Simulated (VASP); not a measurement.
A run of VASP 6.6.1:

Contents of POSCAR:

```
KCl
1.0
    0.0000000000      3.2081811574      3.2081811574
    3.2081811574      0.0000000000      3.2081811574
    3.2081811574      3.2081811574      0.0000000000
K Cl
1 1
Direct
    0.0000000000      0.0000000000      0.0000000000
    0.5000000000      0.5000000000      0.5000000000
```

INCAR.step1

```
SYSTEM = KCl
PREC     = Accurate       ! precision mode
ENCUT    = 520            ! plane-wave cutoff, eV
ISMEAR   = -1             ! smearing method
SIGMA    = 0.05           ! smearing width, eV
LREAL    = .False.        ! projectors in reciprocal space
LASPH    = .True.         ! aspherical terms in the spheres
NELM     = 60             ! most SCF steps
NBANDS   = 15             ! bands
GGA      = PE             ! functional
ALGO     = Normal         ! electronic algorithm
EDIFF    = 1E-4           ! SCF threshold, eV
LWAVE    = .True.         ! write WAVECAR
LCHARG   = .False.        ! write CHGCAR
```

File INCAR.step2:

```
SYSTEM = KCl
PREC     = Accurate       ! precision mode
ENCUT    = 520            ! plane-wave cutoff, eV
EDIFF    = 1E-7           ! SCF threshold, eV
ISMEAR   = -1             ! smearing method
SIGMA    = 0.05           ! smearing width, eV
LREAL    = .False.        ! projectors in reciprocal space
LASPH    = .True.         ! aspherical terms in the spheres
NELM     = 60             ! most SCF steps
ALGO     = Normal         ! electronic algorithm
ISIF     = 2              ! what is computed and relaxed
LWAVE    = .False.        ! write WAVECAR
LCHARG   = .False.        ! write CHGCAR
METAGGA  = R2SCAN         ! meta-GGA
LMIXTAU  = .True.       
NBANDS   = 15             ! bands
ISTART   = 1
```

File KPOINTS:

```
Automatic mesh
0
Gamma
  7 7 7
  0 0 0
```

Potentials or basis: VASP PAW PBE potentials, release 64 (K_sv, Cl).

Launch:

```bash
$ cat potpaw_PBE.64/K_sv/POTCAR potpaw_PBE.64/Cl/POTCAR > POTCAR
$ cp INCAR.step1 INCAR
$ mpirun -np 1 vasp_std > vasp.out
$ cp INCAR.step2 INCAR
$ mpirun -np 1 vasp_std > vasp.out
```

Hardware: 1 thread of Intel(R) Xeon(R) 6975P-C (Granite Rapids), on a shared host.

**Question.** How long does it take, and how much memory?

**Answer.** Wall time 54 s on 1 thread of Intel(R) Xeon(R) 6975P-C (Granite Rapids), with other jobs on the host, peak memory 0.21 GiB. Counts: k points 20.
